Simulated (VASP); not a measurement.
# Si4F (Im-3m) in VASP: further runs

Runs on Si4F. Level: PBE. Tasks: single point, relaxation of cell and atoms.

Everything below comes from runs of VASP 6.6.1. Logs are shortened: lines on timing, memory, paths and dates and some standing lists are left out, and cuts for length are marked.

## 1. The cell of the first run

It takes space group Im-3m (No. 229, cubic). Conventional cell: a = 5.495 Å, b = 5.495 Å, c = 5.495 Å, α = 90.00°, β = 90.00°, γ = 90.00°. Si (site symmetry -3m) has 2 F at 2.38 Å and 6 Si at 2.75 Å within 3.1 Å. F (site symmetry m-3m) has 8 Si at 2.38 Å within 3.1 Å.

The cell was built from a structure type or drawn by symmetry, and may not be a known phase.

## 2. Single point, PBE

INCAR

```
SYSTEM = Si4F
ALGO = Normal ; EDIFF = 1E-7
ENCUT = 520 ; GGA = PE
ISIF = 2 ; ISMEAR = 0
LASPH = .TRUE. ; LCHARG = .FALSE.
LREAL = .FALSE. ; LWAVE = .FALSE.
NBANDS = 20 ; NELM = 60
PREC = Accurate ; SIGMA = 0.1
```

KPOINTS

```
k-points
0
G
  10 10 10
  0 0 0
```

POSCAR

```
Si4F
1.0
   -2.7472818990      2.7472818990      2.7472818990
    2.7472818990     -2.7472818990      2.7472818990
    2.7472818990      2.7472818990     -2.7472818990
Si F
4 1
Direct
    0.5000000000      0.5000000000      0.5000000000
    0.5000000000      0.0000000000      0.0000000000
    0.0000000000      0.0000000000      0.5000000000
    0.0000000000      0.5000000000      0.0000000000
    0.0000000000      0.0000000000      0.0000000000
```

Potentials or basis: VASP PAW PBE potentials, release 64 (Si, F).

Started as:

```
> cat potpaw_PBE.64/Si/POTCAR potpaw_PBE.64/F/POTCAR > POTCAR
> mpirun -np 1 vasp_std > vasp.out
```

OUTCAR:

```text
SYSTEM = Si4F
   EDIFF = 1E-7
   ENCUT = 520
   GGA = PE
   ISIF = 2
   ISMEAR = 0
   LASPH = .TRUE.
   LREAL = .FALSE.
   NELM = 60
   PREC = Accurate

 ion  position               nearest neighbor table
   1  0.500  0.500  0.500-   5 2.38   5 2.38   4 2.75   2 2.75   2 2.75   4 2.75   3 2.75   3 2.75

   2  0.500  0.000  0.000-   5 2.38   5 2.38   4 2.75   1 2.75   1 2.75   3 2.75   3 2.75   4 2.75

   3  0.000  0.000  0.500-   5 2.38   5 2.38   4 2.75   1 2.75   2 2.75   4 2.75   2 2.75   1 2.75

   4  0.000  0.500  0.000-   5 2.38   5 2.38   3 2.75   1 2.75   2 2.75   3 2.75   1 2.75   2 2.75

   5  0.000  0.000  0.000-   1 2.38   2 2.38   3 2.38   4 2.38   3 2.38   4 2.38   2 2.38   1 2.38

  LATTYP: Found a body centered cubic cell.
 ALAT       =     5.4945637980

  Lattice vectors:

 A1 = (  -2.7472818990,   2.7472818990,   2.7472818990)
 A2 = (   2.7472818990,  -2.7472818990,   2.7472818990)
 A3 = (   2.7472818990,   2.7472818990,  -2.7472818990)

Analysis of symmetry for initial positions (statically):
=====================================================================
 Subroutine PRICEL returns:
 Original cell was already a primitive cell.

 Routine SETGRP: Setting up the symmetry group for a
 body centered cubic supercell.

 Subroutine GETGRP returns: Found 48 space group operations
 (whereof 48 operations were pure point group operations)
 out of a pool of 48 trial point group operations.

The static configuration has the point symmetry O_h .

Analysis of symmetry for dynamics (positions and initial velocities):
=====================================================================
 Subroutine PRICEL returns:
 Original cell was already a primitive cell.

 Routine SETGRP: Setting up the symmetry group for a
 body centered cubic supercell.

 Subroutine GETGRP returns: Found 48 space group operations
 (whereof 48 operations were pure point group operations)
 out of a pool of 48 trial point group operations.

The dynamic configuration has the point symmetry O_h .

 Subroutine INISYM returns: Found 48 space group operations
 (whereof 48 operations are pure point group operations),
 and found     1 'primitive' translations

----------------------------------------------------------------------------------------

                                     Primitive cell

  volume of cell :      82.9411

  direct lattice vectors                    reciprocal lattice vectors
    -2.747281899  2.747281899  2.747281899     0.000000000  0.181998069  0.181998069
     2.747281899 -2.747281899  2.747281899     0.181998069  0.000000000  0.181998069
     2.747281899  2.747281899 -2.747281899     0.181998069  0.181998069  0.000000000

  length of vectors
     4.758431832  4.758431832  4.758431832     0.257384137  0.257384137  0.257384137

  position of ions in fractional coordinates (direct lattice)
     0.500000000  0.500000000  0.500000000
     0.500000000  0.000000000  0.000000000
     0.000000000  0.000000000  0.500000000
     0.000000000  0.500000000  0.000000000
     0.000000000  0.000000000  0.000000000

  ion indices of the primitive-cell ions
   primitive index   ion index
                 1           1
                 2           2
                 3           3
                 4           4
                 5           5

----------------------------------------------------------------------------------------

 KPOINTS: k-points

Automatic generation of k-mesh.
 Grid dimensions read from file:
 generate k-points for:   10   10   10

 Generating k-lattice:

  Cartesian coordinates                     Fractional coordinates (reciprocal lattice)
     0.000000000  0.018199807  0.018199807     0.100000000  0.000000000  0.000000000
     0.018199807  0.000000000  0.018199807     0.000000000  0.100000000  0.000000000
     0.018199807  0.018199807  0.000000000     0.000000000  0.000000000  0.100000000

  Length of vectors
     0.025738414  0.025738414  0.025738414

  Shift w.r.t. Gamma in fractional coordinates (k-lattice)
     0.000000000  0.000000000  0.000000000

 Subroutine IBZKPT returns following result:
 ===========================================

 Found     47 irreducible k-points:

 Following reciprocal coordinates:
            Coordinates               Weight
  0.000000  0.000000  0.000000      1.000000
  0.100000  0.000000  0.000000     12.000000
  0.200000  0.000000  0.000000     12.000000
  0.300000  0.000000  0.000000     12.000000
  0.400000  0.000000  0.000000     12.000000
  0.500000  0.000000  0.000000      6.000000
[... 16 lines left out ...]
  0.300000  0.300000  0.100000      8.000000
 -0.300000  0.300000  0.100000     24.000000
 [... further k-points ...]
   k-points           NKPTS =     47   k-points in BZ     NKDIM =     47   number of bands    NBANDS=     20
   number of dos      NEDOS =    301   number of ions     NIONS =      5
   total plane-waves  NPLWV =  46656
   dimension x,y,z NGX =    36 NGY =   36 NGZ =   36
   dimension x,y,z NGXF=    72 NGYF=   72 NGZF=   72
   ions per type =               4   1
   NGX,Y,Z   is equivalent  to a cutoff of  12.58, 12.58, 12.58 a.u.
   NGXF,Y,Z  is equivalent  to a cutoff of  25.15, 25.15, 25.15 a.u.
 SYSTEM =  Si4F
   PREC   = accura    normal or accurate (medium, high low for compatibility)
   ISTART =      0    job   : 0-new  1-cont  2-samecut
   ICHARG =      2    charge: 1-file 2-atom 10-const
   ISPIN  =      1    spin polarized calculation?
   LNONCOLLINEAR =      F non collinear calculations
   LSORBIT =      F    spin-orbit coupling
   LASPH  =      T    aspherical Exc in radial PAW
   ENCUT  =  520.0 eV  38.22 Ry    6.18 a.u.   8.85  8.85  8.85*2*pi/ulx,y,z
   NELM   =     60;   NELMIN=  2; NELMDL= -5     # of ELM steps
   EDIFF  = 0.1E-06   stopping-criterion for ELM
   LREAL  =      F    real-space projection
   EDIFFG = 0.1E-05   stopping-criterion for IOM
   NSW    =      0    number of steps for IOM
   IBRION =     -1    ionic relax: 0-MD 1-quasi-New 2-CG
   NFREE  =      0    steps in history (QN), initial steepest desc. (CG)
   ISIF   =      2    stress and relaxation
   ISYM   =      2    0-nonsym 1-usesym 2-fastsym
   POTIM  = 0.5000    time-step for ionic-motion
   TEBEG  =    0.0;   TEEND  =   0.0 temperature during run
   PSTRESS=    0.0 pullay stress
   NELECT =      23.0000    total number of electrons
   NUPDOWN=      -1.0000    fix difference up-down
   EMIN   =  10.00;   EMAX   =-10.00  energy-range for DOS
   EFERMI =   0.00;   METHOD = LEGACY
   ISMEAR =     0;   SIGMA  =   0.10  broadening in eV -4-tet -1-fermi 0-gaus
   EFERMI_NEDOS =   21; number of points for ismear=-14 and -15
   IALGO  =     38    algorithm
   IMIX   =      4    mixing-type and parameters
     AMIX     =   0.40;   BMIX     =  1.00
     AMIX_MAG =   1.60;   BMIX_MAG =  1.00
  volume/ion in A,a.u.               =      16.59       111.94
  Fermi-wavevector in a.u.,A,eV,Ry     =   1.067565  2.017405 15.506485  1.139694
  Thomas-Fermi vector in A             =   2.203185
   LORBIT       =      0    0 simple, 1 ext, 2 COOP (PROOUT), +10 PAW based schemes
   GGA     = PE    functional components
   LHFCALC =     F    Hartree Fock is set to
   AEXX    =    0.0000 exact exchange contribution
   IVDW    =     0    specifies the selected vdW correction
   LEPSILON=     F    determine dielectric tensor
   LRPA    =     F    only Hartree local field effects (RPA)
 non-spin polarized calculation
 Gauss-broadening in eV      SIGMA  =   0.10
  energy-cutoff  :      520.00
  volume of cell :       82.94
 maximum number of plane-waves:      2258
   NGX = 17   NGY = 17   NGZ = 17

 number of electron      23.0000011 magnetization

 Free energy of the ion-electron system (eV)
  ---------------------------------------------------
  ext. energy  EPLUGINS =         0.00000000
  ---------------------------------------------------
  free energy    TOTEN  =       -21.32284715 eV

  energy without entropy =      -21.30532666  energy(sigma->0) =      -21.31408691

 E-fermi :   6.5156     XC(G=0): -10.1574

 val. band max:        6.5149034719   @ k =   0.3000   0.2000   0.2000
 cond. band min:       6.5225537555   @ k =   0.5000   0.5000   0.4000
 fundamental gap:      0.0076502837
 Fermi energy:         6.5155829442

 k-point     1 :       0.0000    0.0000    0.0000
  band No.  band energies     occupation
      1     -18.8906      2.00000
      2      -4.3576      2.00000
      3      -1.5633      2.00000
      4      -1.5633      2.00000
      5      -1.5633      2.00000
      6       2.0808      2.00000
[... 12 lines left out ...]
     19      13.0584      0.00000
     20      13.0584      0.00000

 k-point     2 :       0.1000    0.0000    0.0000
  band No.  band energies     occupation
      1     -18.8888      2.00000
      2      -4.3264      2.00000
      3      -1.6398      2.00000
      4      -1.5674      2.00000
      5      -1.5608      2.00000
      6       1.8244      2.00000
[... 12 lines left out ...]
     19      12.7910      0.00000
     20      13.0913      0.00000

 k-point     3 :       0.2000    0.0000    0.0000
  band No.  band energies     occupation
      1     -18.8847      2.00000
      2      -4.2340      2.00000
      3      -1.8200      2.00000
      4      -1.6149      2.00000
      5      -1.5547      2.00000
      6       1.3720      2.00000
[... 12 lines left out ...]
     19      13.1755      0.00000
     20      13.5292      0.00000

 k-point     4 :       0.3000    0.0000    0.0000
  band No.  band energies     occupation
      1     -18.8796      2.00000
      2      -4.0901      2.00000
      3      -2.0132      2.00000
      4      -1.7679      2.00000
      5      -1.5480      2.00000
      6       0.9877      2.00000
[... 429 lines left out ...]
 k-point    23 :       0.3000    0.3000    0.1000
  band No.  band energies     occupation
      1     -18.8728      2.00000
      2      -3.2086      2.00000
      3      -3.2086      2.00000
      4      -2.1888      2.00000
      5      -1.0266      2.00000
      6       0.9093      2.00000
[... 12 lines left out ...]
     19      10.1818      0.00000
     20      11.9431      0.00000

 k-point    24 :      -0.3000    0.3000    0.1000
  band No.  band energies     occupation
      1     -18.8782      2.00000
      2      -4.0485      2.00000
      3      -2.1323      2.00000
      4      -2.0823      2.00000
      5      -1.1583      2.00000
      6       1.1263      2.00000
[... 12 lines left out ...]
     19      12.6664      0.00000
     20      13.5018      0.00000

 [... further k-points ...]

------------------------ aborting loop because EDIFF is reached ----------------------------------------

  FORCE on cell =-STRESS in cart. coord.  units (eV):
  Direction    XX          YY          ZZ          XY          YZ          ZX
  --------------------------------------------------------------------------------------
  -------------------------------------------------------------------------------------
  Total       -0.0354091     -0.0354091     -0.0354091      0.0000000     -0.0000000      0.0000000
  in kB       -0.6839996     -0.6839996     -0.6839996      0.0000000     -0.0000000      0.0000000
  external PRESSURE =      -0.6839996 kB  Pullay stress =       0.0000000 kB

 VOLUME and BASIS-vectors are now :
 -----------------------------------------------------------------------------
  energy-cutoff  :      520.00
  volume of cell :       82.94
      direct lattice vectors                 reciprocal lattice vectors
    -2.747281899  2.747281899  2.747281899     0.000000000  0.181998069  0.181998069
     2.747281899 -2.747281899  2.747281899     0.181998069  0.000000000  0.181998069
     2.747281899  2.747281899 -2.747281899     0.181998069  0.181998069  0.000000000

 POSITION                                       TOTAL-FORCE (eV/Angst)
 -----------------------------------------------------------------------------------
      1.37364      1.37364      1.37364        -0.000000     -0.000000     -0.000000
     -1.37364      1.37364      1.37364         0.000000     -0.000000      0.000000
      1.37364      1.37364     -1.37364         0.000000      0.000000      0.000000
      1.37364     -1.37364      1.37364        -0.000000      0.000000     -0.000000
      0.00000      0.00000      0.00000        -0.000000      0.000000      0.000000
 -----------------------------------------------------------------------------------
    total drift:                                0.000000     -0.000000     -0.000000

  FREE ENERGIE OF THE ION-ELECTRON SYSTEM (eV)
  ---------------------------------------------------
  free  energy   TOTEN  =       -21.3228471520 eV

  energy  without entropy=      -21.3053266604  energy(sigma->0) =      -21.31408691
```

Run time: 92 s. Hardware: 1 thread of Intel Xeon 8259CL, shared host; peak memory 0.23 GiB.

Results:

```
Free energy            : -21.3228 eV
Pressure               : -0.1 GPa
Band gap on the k mesh : zero (an odd number of electrons rules out a gap without spin polarisation)
```

Caveat: an odd number of electrons without spin polarisation forces a metal; a magnetic or distorted state may lie lower.

## 3. Single point, PBE, collinear spin

This run uses another cell than the first one, of 13.88 Å³/atom.

INCAR

```
PREC     = Accurate       # precision mode
ENCUT    = 520            # plane-wave cutoff, eV
EDIFF    = 1E-6           # SCF threshold, eV
ISMEAR   = 0              # smearing method
SIGMA    = 0.1            # smearing width, eV
LREAL    = False          # projectors in reciprocal space
LASPH    = True           # aspherical terms in the spheres
NELM     = 150            # most SCF steps
ALGO     = Normal         # electronic algorithm
ISIF     = 2              # what is computed and relaxed
LWAVE    = False          # write WAVECAR
LCHARG   = False          # write CHGCAR
ISPIN    = 2              # spin polarisation
MAGMOM   = 0 0 0 0 1      # initial moments
LORBIT   = 11             # projections on sites
GGA      = PE             # functional
NBANDS   = 24             # bands
```

KPOINTS

```
Automatic mesh
0
Gamma
  6 6 6
```

POSCAR, as its differences from that of step 2:

```diff
@@ -2,5 +2,5 @@
 1.0
-   -2.7472818990      2.7472818990      2.7472818990
-    2.7472818990     -2.7472818990      2.7472818990
-    2.7472818990      2.7472818990     -2.7472818990
+   -2.5889370300      2.5889370300      2.5889370300
+    2.5889370300     -2.5889370300      2.5889370300
+    2.5889370300      2.5889370300     -2.5889370300
 Si F
```

Potentials or basis: VASP PAW PBE potentials, release 64 (Si, F).

Started as:

```
> cat potpaw_PBE.64/Si/POTCAR potpaw_PBE.64/F/POTCAR > POTCAR
> mpirun -np 1 vasp_std > vasp.out
```

Wall time 80 s (1 thread of Intel Xeon 8259CL, shared host); peak memory 0.24 GiB.

Results (log left out):

* Free energy: -20.6515 eV
* Pressure: 19.6 GPa
* Net moment: 0.00 μB per cell
* Valence electrons inside the program's atomic spheres: Si 1.59; F 6.12

Levels at points of the mesh, in eV from the Fermi level:
Spin up:
| k point | band 9 | band 10 | band 11 | band 12 | band 13 | band 14 |
| --- | --- | --- | --- | --- | --- | --- |
| (0.00, 0.00, 0.00) | -2.87 | -2.87 | -2.87 | 0.22 | 0.22 | 0.22 |
| (0.50, 0.00, 0.00) | -3.08 | -2.91 | -0.54 | 1.29 | 1.42 | 2.02 |
| (0.50, 0.50, 0.50) | -5.19 | -3.47 | -0.11 | -0.11 | -0.11 | 2.22 |
Spin down:
| k point | band 7 | band 8 | band 9 | band 10 | band 11 | band 12 | band 13 | band 14 | band 15 | band 16 |
| --- | --- | --- | --- | --- | --- | --- | --- | --- | --- | --- |
| (0.00, 0.00, 0.00) | -4.18 | -4.18 | -2.87 | -2.87 | -2.87 | 0.22 | 0.22 | 0.22 | 1.43 | 1.43 |
| (0.50, 0.00, 0.00) | -6.14 | -3.08 | -3.08 | -2.91 | -0.55 | 1.29 | 1.42 | 2.02 | 2.32 | 2.60 |
| (0.50, 0.50, 0.50) | -5.19 | -5.19 | -5.19 | -3.47 | -0.11 | -0.11 | -0.11 | 2.22 | 6.55 | 6.55 |

Caveat: the cell stands under pressure.

## 4. Relaxation of cell and atoms, PBE

INCAR

```
ALGO = Normal ; EDIFF = 1E-6
EDIFFG = -0.01 ; ENCUT = 600
GGA = PE ; IBRION = 2
ISIF = 3 ; ISMEAR = 0
LASPH = T ; LCHARG = F
LREAL = F ; LWAVE = F
NELM = 100 ; NSW = 100
PREC = Accurate ; SIGMA = 0.1
```

KPOINTS

```
k-points
0
Gamma
  10 10 10
```

POSCAR, as its differences from that of step 3:

```diff
@@ -2,5 +2,5 @@
 1.0
-   -2.5889370300      2.5889370300      2.5889370300
-    2.5889370300     -2.5889370300      2.5889370300
-    2.5889370300      2.5889370300     -2.5889370300
+   -2.7457217210      2.7457217210      2.7457217210
+    2.7457217210     -2.7457217210      2.7457217210
+    2.7457217210      2.7457217210     -2.7457217210
 Si F
```

Started as:

```
> cat potpaw_PBE.64/Si/POTCAR potpaw_PBE.64/F/POTCAR > POTCAR
> mpirun -np 1 vasp_std > vasp.out
```

Wall time 1.7 min (1 thread of Intel Xeon 8259CL, shared host); peak memory 0.26 GiB.

Results (log left out):

```yaml
Free_energy: -21.3247 eV
Pressure_after_relaxing: 0.1 GPa
Band_gap_on_the_k_mesh: zero (an odd number of electrons rules out a gap without spin polarisation)
```

Final structure:
```
Si F
1.0
    -2.74572    2.74572    2.74572
     2.74572   -2.74572    2.74572
     2.74572    2.74572   -2.74572
Si F
4 1
Direct
  0.50000 0.50000 0.50000
  0.50000 0.00000 0.00000
  0.00000 0.00000 0.50000
  0.00000 0.50000 0.00000
  0.00000 0.00000 0.00000
```

Levels at points of the mesh, in eV from the Fermi level:
| k point | band 9 | band 10 | band 11 | band 12 | band 13 | band 14 | band 15 |
| --- | --- | --- | --- | --- | --- | --- | --- |
| (0.00, 0.00, 0.00) | -2.39 | -2.39 | -2.39 | 0.14 | 0.14 | 0.14 | 2.16 |
| (0.50, 0.00, 0.00) | -2.61 | -2.34 | -0.26 | 1.02 | 1.31 | 1.90 | 2.03 |
| (0.50, 0.50, 0.50) | -4.77 | -3.12 | -0.08 | -0.08 | -0.08 | 0.32 | 6.51 |

Caveat: the relaxation stopped at its first step, so nothing moved; an odd number of electrons without spin polarisation forces a metal; a magnetic or distorted state may lie lower.

## 5. Overview

```csv
task,spin,cell,k mesh,cutoff (eV),gap on the mesh (eV),pressure (GPa)
single point,off,"a = 4.758 Å, angles 109.5°, 5 atoms",10 × 10 × 10,520,none,-0.1
single point,collinear,"a = 4.484 Å, angles 109.5°, 5 atoms",6 × 6 × 6,520,none,19.6
relaxation of cell and atoms,off,"relaxed from a = 4.756 Å, angles 109.5°, 5 atoms",10 × 10 × 10,600,none,0.1
```

Alike in all rows: level PBE; potentials or basis VASP PAW PBE potentials, release 64 (Si, F); smearing gaussian 0.1 eV.

Caveats: an odd number of electrons without spin polarisation forces a metal (at least some runs); a magnetic or distorted state may lie lower (at least some runs); the cell stands under pressure (at least some runs); the relaxation stopped at its first step, so nothing moved (at least some runs).

Total energies depend on the potentials used, so only differences within one code and one set of settings carry meaning.
